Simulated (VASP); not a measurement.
Here is a VASP 6.6.1 calculation.

File POSCAR:

```
HgTe
1.0
    0.0000000000      3.1267950000      3.2235000000
    3.1267950000      0.0000000000      3.2235000000
    3.1267950000      3.1267950000      0.0000000000
Hg Te
1 1
Direct
    0.0000000000      0.0000000000      0.0000000000
    0.7500000000      0.7500000000      0.7500000000
```

File INCAR.step1:

```
SYSTEM = HgTe
ALGO = Normal
EDIFF = 1E-4
ENCUT = 520
GGA = PE
ISMEAR = 0
LASPH = .TRUE.
LCHARG = .FALSE.
LREAL = .FALSE.
LWAVE = .TRUE.
NBANDS = 16
NELM = 80
PREC = Accurate
SIGMA = 0.15
```

INCAR.step2

```
SYSTEM = HgTe
ALGO = Normal
EDIFF = 1E-6
ENCUT = 520
ISIF = 2
ISMEAR = 0
ISTART = 1
LASPH = .TRUE.
LCHARG = .FALSE.
LMIXTAU = .TRUE.
LREAL = .FALSE.
LWAVE = .FALSE.
METAGGA = R2SCAN
NBANDS = 16
NELM = 80
PREC = Accurate
SIGMA = 0.15
```

KPOINTS

```
k-points
0
G
  14 14 14
  0 0 0
```

Potentials or basis: VASP PAW PBE potentials, release 64 (Hg, Te).

Run with:

```sh
$ cat potpaw_PBE.64/Hg/POTCAR potpaw_PBE.64/Te/POTCAR > POTCAR
$ cp INCAR.step1 INCAR
$ mpirun -np 1 vasp_std > vasp.out
$ cp INCAR.step2 INCAR
$ mpirun -np 1 vasp_std > vasp.out
```

**Question.** Estimate the band gap on the k mesh.

**Answer.** Zero (filled and empty bands touch).

**Question.** Predict the pressure.

**Answer.** 6.5 GPa.

Stress tensor (GPa, compression positive):
```
6.65 0.00 0.00
0.00 6.65 0.00
0.00 0.00 6.29
```

Caveat: the cell differs from its parent crystal (strain -0.030 along x and y, +0.000 along z); the PAW data sets were made with another functional, which shifts forces and pressure a little; spin-orbit coupling is left out, which moves the levels of the heavy elements.
